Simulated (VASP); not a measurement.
# BaS (Fm-3m) in VASP: further runs

Runs on BaS. Level: LDA. Tasks: electric field gradients.

Program: VASP 6.6.1. These are calculated values, not measurements. Logs are shortened: lines on timing, memory, paths and dates and some standing lists are left out, and cuts for length are marked.

## 1. The cell of the first run

It takes space group Fm-3m (No. 225, cubic). The conventional cell has a = 6.472 Å, b = 6.472 Å, c = 6.472 Å, α = 90.00°, β = 90.00°, γ = 90.00°. Ba (site symmetry m-3m) has 6 S at 3.24 Å within 4.3 Å. Within 4.3 Å of S (site symmetry m-3m) lie 6 Ba at 3.24 Å.

## 2. Electric field gradients, LDA (volume scaled by 1.04)

INCAR

```
ALGO = Normal
EDIFF = 1E-8
ENCUT = 520
ISIF = 2
ISMEAR = -1
LASPH = True
LCHARG = False
LEFG = True
LREAL = False
LWAVE = False
NBANDS = 15
NELM = 80
PREC = Accurate
SIGMA = 0.01
```

KPOINTS

```
k-points
0
Gamma
  7 7 7
```

POSCAR

```
BaS
1.0
    0.0000000000      3.2357778460      3.2357778460
    3.2357778460      0.0000000000      3.2357778460
    3.2357778460      3.2357778460      0.0000000000
Ba S
1 1
Direct
    0.0000000000      0.0000000000      0.0000000000
    0.5000000000      0.5000000000      0.5000000000
```

Potentials or basis: VASP PAW LDA potentials, release 64 (Ba_sv, S).

On the command line:

```sh
> cat potpaw_LDA.64/Ba_sv/POTCAR potpaw_LDA.64/S/POTCAR > POTCAR
> mpirun -np 1 vasp_std > vasp.out
```

OUTCAR:

```text
EDIFF = 1E-8
   ENCUT = 520
   ISIF = 2
   ISMEAR = -1
   LASPH = True
   LREAL = False
   NELM = 80
   PREC = Accurate

 ion  position               nearest neighbor table
   1  0.000  0.000  0.000-   2 3.24   2 3.24   2 3.24   2 3.24   2 3.24   2 3.24
   2  0.500  0.500  0.500-   1 3.24   1 3.24   1 3.24   1 3.24   1 3.24   1 3.24

  LATTYP: Found a face centered cubic cell.
 ALAT       =     6.4715556920

  Lattice vectors:

 A1 = (   0.0000000000,   3.2357778460,   3.2357778460)
 A2 = (   3.2357778460,   0.0000000000,   3.2357778460)
 A3 = (   3.2357778460,   3.2357778460,   0.0000000000)

Analysis of symmetry for initial positions (statically):
=====================================================================
 Subroutine PRICEL returns:
 Original cell was already a primitive cell.

 Routine SETGRP: Setting up the symmetry group for a
 face centered cubic supercell.

 Subroutine GETGRP returns: Found 48 space group operations
 (whereof 48 operations were pure point group operations)
 out of a pool of 48 trial point group operations.

The static configuration has the point symmetry O_h .

Analysis of symmetry for dynamics (positions and initial velocities):
=====================================================================
 Subroutine PRICEL returns:
 Original cell was already a primitive cell.

 Routine SETGRP: Setting up the symmetry group for a
 face centered cubic supercell.

 Subroutine GETGRP returns: Found 48 space group operations
 (whereof 48 operations were pure point group operations)
 out of a pool of 48 trial point group operations.

The dynamic configuration has the point symmetry O_h .

 Subroutine INISYM returns: Found 48 space group operations
 (whereof 48 operations are pure point group operations),
 and found     1 'primitive' translations

----------------------------------------------------------------------------------------

                                     Primitive cell

  volume of cell :      67.7589

  direct lattice vectors                    reciprocal lattice vectors
     0.000000000  3.235777846  3.235777846    -0.154522351  0.154522351  0.154522351
     3.235777846  0.000000000  3.235777846     0.154522351 -0.154522351  0.154522351
     3.235777846  3.235777846  0.000000000     0.154522351  0.154522351 -0.154522351

  length of vectors
     4.576080915  4.576080915  4.576080915     0.267640563  0.267640563  0.267640563

  position of ions in fractional coordinates (direct lattice)
     0.000000000  0.000000000  0.000000000
     0.500000000  0.500000000  0.500000000

  ion indices of the primitive-cell ions
   primitive index   ion index
                 1           1
                 2           2

----------------------------------------------------------------------------------------

 KPOINTS: k-points

Automatic generation of k-mesh.
 Grid dimensions read from file:
 generate k-points for:    7    7    7

 Generating k-lattice:

  Cartesian coordinates                     Fractional coordinates (reciprocal lattice)
    -0.022074622  0.022074622  0.022074622     0.142857143  0.000000000  0.000000000
     0.022074622 -0.022074622  0.022074622     0.000000000  0.142857143  0.000000000
     0.022074622  0.022074622 -0.022074622     0.000000000  0.000000000  0.142857143

  Length of vectors
     0.038234366  0.038234366  0.038234366

  Shift w.r.t. Gamma in fractional coordinates (k-lattice)
     0.000000000  0.000000000  0.000000000

 Subroutine IBZKPT returns following result:
 ===========================================

 Found     20 irreducible k-points:

 Following reciprocal coordinates:
            Coordinates               Weight
  0.000000  0.000000  0.000000      1.000000
  0.142857  0.000000  0.000000      8.000000
  0.285714  0.000000  0.000000      8.000000
  0.428571  0.000000  0.000000      8.000000
  0.142857  0.142857  0.000000      6.000000
  0.285714  0.142857  0.000000     24.000000
[... 12 lines left out ...]
 -0.428571  0.428571  0.142857     24.000000
 -0.285714  0.428571  0.142857     24.000000
   k-points           NKPTS =     20   k-points in BZ     NKDIM =     20   number of bands    NBANDS=     15
   number of dos      NEDOS =    301   number of ions     NIONS =      2
   total plane-waves  NPLWV =  46656
   dimension x,y,z NGX =    36 NGY =   36 NGZ =   36
   dimension x,y,z NGXF=    72 NGYF=   72 NGZF=   72
   ions per type =               1   1
   NGX,Y,Z   is equivalent  to a cutoff of  13.08, 13.08, 13.08 a.u.
   NGXF,Y,Z  is equivalent  to a cutoff of  26.16, 26.16, 26.16 a.u.
 SYSTEM =  unknown system
   PREC   = accura    normal or accurate (medium, high low for compatibility)
   ISTART =      0    job   : 0-new  1-cont  2-samecut
   ICHARG =      2    charge: 1-file 2-atom 10-const
   ISPIN  =      1    spin polarized calculation?
   LNONCOLLINEAR =      F non collinear calculations
   LSORBIT =      F    spin-orbit coupling
   LASPH  =      T    aspherical Exc in radial PAW
   ENCUT  =  520.0 eV  38.22 Ry    6.18 a.u.   8.51  8.51  8.51*2*pi/ulx,y,z
   NELM   =     80;   NELMIN=  2; NELMDL= -5     # of ELM steps
   EDIFF  = 0.1E-07   stopping-criterion for ELM
   LREAL  =      F    real-space projection
   EDIFFG = 0.1E-06   stopping-criterion for IOM
   NSW    =      0    number of steps for IOM
   IBRION =     -1    ionic relax: 0-MD 1-quasi-New 2-CG
   NFREE  =      0    steps in history (QN), initial steepest desc. (CG)
   ISIF   =      2    stress and relaxation
   ISYM   =      2    0-nonsym 1-usesym 2-fastsym
   POTIM  = 0.5000    time-step for ionic-motion
   TEBEG  =    0.0;   TEEND  =   0.0 temperature during run
   PSTRESS=    0.0 pullay stress
   NELECT =      16.0000    total number of electrons
   NUPDOWN=      -1.0000    fix difference up-down
   EMIN   =  10.00;   EMAX   =-10.00  energy-range for DOS
   EFERMI =   0.00;   METHOD = LEGACY
   ISMEAR =    -1;   SIGMA  =   0.01  broadening in eV -4-tet -1-fermi 0-gaus
   EFERMI_NEDOS =   21; number of points for ismear=-14 and -15
   IALGO  =     38    algorithm
   IMIX   =      4    mixing-type and parameters
     AMIX     =   0.40;   BMIX     =  1.00
     AMIX_MAG =   1.60;   BMIX_MAG =  1.00
  volume/ion in A,a.u.               =      33.88       228.63
  Fermi-wavevector in a.u.,A,eV,Ry     =   1.011873  1.912163 13.930836  1.023888
  Thomas-Fermi vector in A             =   2.144949
   LORBIT       =      0    0 simple, 1 ext, 2 COOP (PROOUT), +10 PAW based schemes
   GGA     = CA    functional components
   LHFCALC =     F    Hartree Fock is set to
   AEXX    =    0.0000 exact exchange contribution
   IVDW    =     0    specifies the selected vdW correction
   LEPSILON=     F    determine dielectric tensor
   LRPA    =     F    only Hartree local field effects (RPA)
 non-spin polarized calculation
  energy-cutoff  :      520.00
  volume of cell :       67.76
 maximum number of plane-waves:      1841
 NGX is ok and might be reduce to    36
   NGX = 17   NGY = 17   NGZ = 17

 number of electron      16.0000001 magnetization

 Free energy of the ion-electron system (eV)
  ---------------------------------------------------
  ext. energy  EPLUGINS =         0.00000000
  ---------------------------------------------------
  free energy    TOTEN  =       -11.11765209 eV

  energy without entropy =      -11.11765209  energy(sigma->0) =      -11.11765209

 E-fermi :   1.2467     XC(G=0):  -8.8341

 val. band max:        1.0378082071   @ k =   0.0000   0.0000   0.0000
 cond. band min:       3.0635182411   @ k =   0.4286   0.4286   0.0000
 fundamental gap:      2.0257100340
 Fermi energy:         1.2466771085

 k-point     1 :       0.0000    0.0000    0.0000
  band No.  band energies     occupation
      1     -25.0840      2.00000
      2     -10.1608      2.00000
      3     -10.1608      2.00000
      4     -10.1608      2.00000
      5      -9.2183      2.00000
      6       1.0378      2.00000
      7       1.0378      2.00000
      8       1.0378      2.00000
      9       4.1644      0.00000
     10       4.7321      0.00000
     11       4.7321      0.00000
     12       4.7321      0.00000
     13       5.6744      0.00000
     14       5.6744      0.00000
     15       9.4175      0.00000

 k-point     2 :       0.1429    0.0000    0.0000
  band No.  band energies     occupation
      1     -25.0768      2.00000
      2     -10.4609      2.00000
      3     -10.1679      2.00000
      4     -10.1679      2.00000
      5      -8.9009      2.00000
      6       0.5119      2.00000
      7       0.7836      2.00000
      8       0.7836      2.00000
      9       4.6727      0.00000
     10       4.9929      0.00000
     11       5.0253      0.00000
     12       5.0253      0.00000
     13       6.2318      0.00000
     14       6.2318      0.00000
     15      10.1986      0.00000

 k-point     3 :       0.2857    0.0000    0.0000
  band No.  band energies     occupation
      1     -25.0608      2.00000
      2     -10.8800      2.00000
      3     -10.1836      2.00000
      4     -10.1836      2.00000
      5      -8.4406      2.00000
      6      -0.3151      2.00000
      7       0.3291      2.00000
      8       0.3291      2.00000
      9       5.0427      0.00000
     10       5.8274      0.00000
     11       5.8274      0.00000
     12       6.2936      0.00000
     13       7.5666      0.00000
     14       7.5666      0.00000
     15      11.2026      0.00000
[... 271 lines left out ...]
 k-point    19 :      -0.4286    0.4286    0.1429
  band No.  band energies     occupation
      1     -25.0364      2.00000
      2     -10.6821      2.00000
      3     -10.3980      2.00000
      4     -10.3764      2.00000
      5      -8.7663      2.00000
      6       0.1631      2.00000
      7       0.3978      2.00000
      8       0.6620      2.00000
      9       3.8687      0.00000
     10       6.5591      0.00000
     11       6.9369      0.00000
     12       7.8616      0.00000
     13       8.0820      0.00000
     14       8.6750      0.00000
     15      10.0366      0.00000

 k-point    20 :      -0.2857    0.4286    0.1429
  band No.  band energies     occupation
      1     -25.0352      2.00000
      2     -10.7055      2.00000
      3     -10.4880      2.00000
      4     -10.3536      2.00000
      5      -8.6298      2.00000
      6      -0.0883      2.00000
      7       0.4315      2.00000
      8       0.4766      2.00000
      9       4.7742      0.00000
     10       5.6556      0.00000
     11       7.1320      0.00000
     12       7.7969      0.00000
     13       7.9663      0.00000
     14       9.7150      0.00000
     15      10.8124      0.00000

------------------------ aborting loop because EDIFF is reached ----------------------------------------

  FORCE on cell =-STRESS in cart. coord.  units (eV):
  Direction    XX          YY          ZZ          XY          YZ          ZX
  --------------------------------------------------------------------------------------
  -------------------------------------------------------------------------------------
  Total       -1.4092792     -1.4092792     -1.4092792      0.0000000      0.0000000     -0.0000000
  in kB      -33.3228047    -33.3228047    -33.3228047      0.0000000      0.0000000     -0.0000000
  external PRESSURE =     -33.3228047 kB  Pullay stress =       0.0000000 kB

 VOLUME and BASIS-vectors are now :
 -----------------------------------------------------------------------------
  energy-cutoff  :      520.00
  volume of cell :       67.76
      direct lattice vectors                 reciprocal lattice vectors
     0.000000000  3.235777846  3.235777846    -0.154522351  0.154522351  0.154522351
     3.235777846  0.000000000  3.235777846     0.154522351 -0.154522351  0.154522351
     3.235777846  3.235777846  0.000000000     0.154522351  0.154522351 -0.154522351

 POSITION                                       TOTAL-FORCE (eV/Angst)
 -----------------------------------------------------------------------------------
      0.00000      0.00000      0.00000         0.000000      0.000000     -0.000000
      3.23578      3.23578      3.23578        -0.000000     -0.000000      0.000000
 -----------------------------------------------------------------------------------
    total drift:                                0.000000      0.000000      0.000000

  FREE ENERGIE OF THE ION-ELECTRON SYSTEM (eV)
  ---------------------------------------------------
  free  energy   TOTEN  =       -11.1176520861 eV

  energy  without entropy=      -11.1176520861  energy(sigma->0) =      -11.11765209

 Electric field gradients (V/A^2)
---------------------------------------------------------------------
 ion       V_xx      V_yy      V_zz      V_xy      V_xz      V_yz
---------------------------------------------------------------------
   1       0.000     0.000    -0.000     0.000     0.000     0.000
   2      -0.000    -0.000     0.000     0.000     0.000     0.000
---------------------------------------------------------------------

 Electric field gradients after diagonalization (V/A^2)
 (convention: |V_zz| > |V_xx| > |V_yy|)
----------------------------------------------------------------------
 ion       V_xx      V_yy      V_zz     asymmetry (V_yy - V_xx)/ V_zz
----------------------------------------------------------------------
   1      -0.000    -0.000     0.000       0.000
   2      -0.000    -0.000     0.000       0.000
----------------------------------------------------------------------

           NMR quadrupolar parameters

 Cq : quadrupolar parameter    Cq=e*Q*V_zz/h
 eta: asymmetry parameters     (V_yy - V_xx)/ V_zz
 Q  : nuclear electric quadrupole moment in mb (millibarn)
----------------------------------------------------------------------
 ion       Cq(MHz)       eta       Q (mb)
----------------------------------------------------------------------
   1       0.000       0.000       1.000
   2       0.000       0.000       1.000
----------------------------------------------------------------------
```

Wall time 38 s (1 thread of AMD EPYC 7R13, shared host); peak memory 0.15 GiB.

Results:

| Quantity | Value |
| --- | --- |
| Free energy | -11.1177 eV |
| Pressure | -3.3 GPa |
| Band gap on the k mesh | 2.03 eV, indirect (least direct gap 2.19 eV) |

Levels at points of the mesh, in eV from the valence-band top:
```csv
k point,band 4,band 5,band 6,band 7,band 8,band 9,band 10,band 11,band 12,band 13
"(0.00, 0.00, 0.00)",-11.20,-10.26,0.00,0.00,0.00,3.13,3.69,3.69,3.69,4.64
```

Caveat: without QUAD_EFG the Cq values of the log hold for a quadrupole moment of 1 mb, not for the nuclei; spin-orbit coupling is left out, which moves the levels of the heavy elements. A k mesh can miss the band edges.

## 3. Electric field gradients, LDA (volume scaled by 1.02)

INCAR

```
SYSTEM = BaS
PREC = Accurate ; ENCUT = 520
EDIFF = 1E-8 ; ISMEAR = -1
SIGMA = 0.01 ; LREAL = .FALSE.
LASPH = .TRUE. ; NELM = 100
ALGO = Normal ; ISIF = 2
LWAVE = .FALSE. ; LCHARG = .FALSE.
LEFG = .TRUE. ; NBANDS = 15
```

KPOINTS

```
Automatic mesh
0
G
  7 7 7
  0 0 0
```

POSCAR

```
BaS
1.0
    0.0000000000      3.2149012787      3.2149012787
    3.2149012787      0.0000000000      3.2149012787
    3.2149012787      3.2149012787      0.0000000000
Ba S
1 1
Direct
    0.0000000000      0.0000000000      0.0000000000
    0.5000000000      0.5000000000      0.5000000000
```

Potentials or basis: VASP PAW LDA potentials, release 64 (Ba_sv, S).

On the command line:

```sh
> cat potpaw_LDA.64/Ba_sv/POTCAR potpaw_LDA.64/S/POTCAR > POTCAR
> mpirun -np 1 vasp_std > vasp.out
```

OUTCAR:

```text
SYSTEM = BaS
   PREC = Accurate
   ENCUT = 520
   EDIFF = 1E-8
   ISMEAR = -1
   LREAL = .FALSE.
   LASPH = .TRUE.
   NELM = 100
   ISIF = 2

 ion  position               nearest neighbor table
   1  0.000  0.000  0.000-   2 3.21   2 3.21   2 3.21   2 3.21   2 3.21   2 3.21
   2  0.500  0.500  0.500-   1 3.21   1 3.21   1 3.21   1 3.21   1 3.21   1 3.21

  LATTYP: Found a face centered cubic cell.
 ALAT       =     6.4298025574

  Lattice vectors:

 A1 = (   0.0000000000,   3.2149012787,   3.2149012787)
 A2 = (   3.2149012787,   0.0000000000,   3.2149012787)
 A3 = (   3.2149012787,   3.2149012787,   0.0000000000)

Analysis of symmetry for initial positions (statically):
[... 565 lines left out ...]
  energy  without entropy=      -11.1418042643  energy(sigma->0) =      -11.14180426

 Electric field gradients (V/A^2)
---------------------------------------------------------------------
 ion       V_xx      V_yy      V_zz      V_xy      V_xz      V_yz
---------------------------------------------------------------------
   1      -0.000    -0.000     0.000     0.000     0.000     0.000
   2       0.000    -0.000     0.000     0.000     0.000     0.000
---------------------------------------------------------------------

 Electric field gradients after diagonalization (V/A^2)
 (convention: |V_zz| > |V_xx| > |V_yy|)
----------------------------------------------------------------------
 ion       V_xx      V_yy      V_zz     asymmetry (V_yy - V_xx)/ V_zz
----------------------------------------------------------------------
   1      -0.000    -0.000     0.000       0.000
   2      -0.000    -0.000     0.001       0.000
----------------------------------------------------------------------

           NMR quadrupolar parameters

 Cq : quadrupolar parameter    Cq=e*Q*V_zz/h
 eta: asymmetry parameters     (V_yy - V_xx)/ V_zz
 Q  : nuclear electric quadrupole moment in mb (millibarn)
----------------------------------------------------------------------
 ion       Cq(MHz)       eta       Q (mb)
----------------------------------------------------------------------
   1       0.000       0.000       1.000
   2       0.000       0.000       1.000
----------------------------------------------------------------------
```

stdout:

```text
POSCAR found type information on POSCAR BaS
 POSCAR found :  2 types and       2 ions
 scaLAPACK will be used
 LDA part: xc-table for (Slater(with rela. corr.)+CA(PZ))
 , standard interpolation
 POSCAR, INCAR and KPOINTS ok, starting setup
 FFT: planning ... GRIDC
 FFT: planning ... GRID_SOFT
 FFT: planning ... GRID
 WAVECAR not read
 entering main loop
ion   1

ion   2
```

Wall time 49 s (1 thread of AMD EPYC 7R13, shared host); peak memory 0.15 GiB.

Results:

| Item | Value |
| --- | --- |
| Free energy | -11.1418 eV |
| Pressure | -2.6 GPa |
| Band gap on the k mesh | 2.00 eV, indirect (least direct gap 2.15 eV) |

Levels at points of the mesh, in eV from the valence-band top:
```csv
k point,band 5,band 6,band 7,band 8,band 9,band 10,band 11,band 12
"(0.00, 0.00, 0.00)",-10.29,0.00,0.00,0.00,3.22,3.70,3.70,3.70
```

Caveat: without QUAD_EFG the Cq values of the log hold for a quadrupole moment of 1 mb, not for the nuclei; spin-orbit coupling is left out, which moves the levels of the heavy elements.

(Part 1 of 2 ends here.)
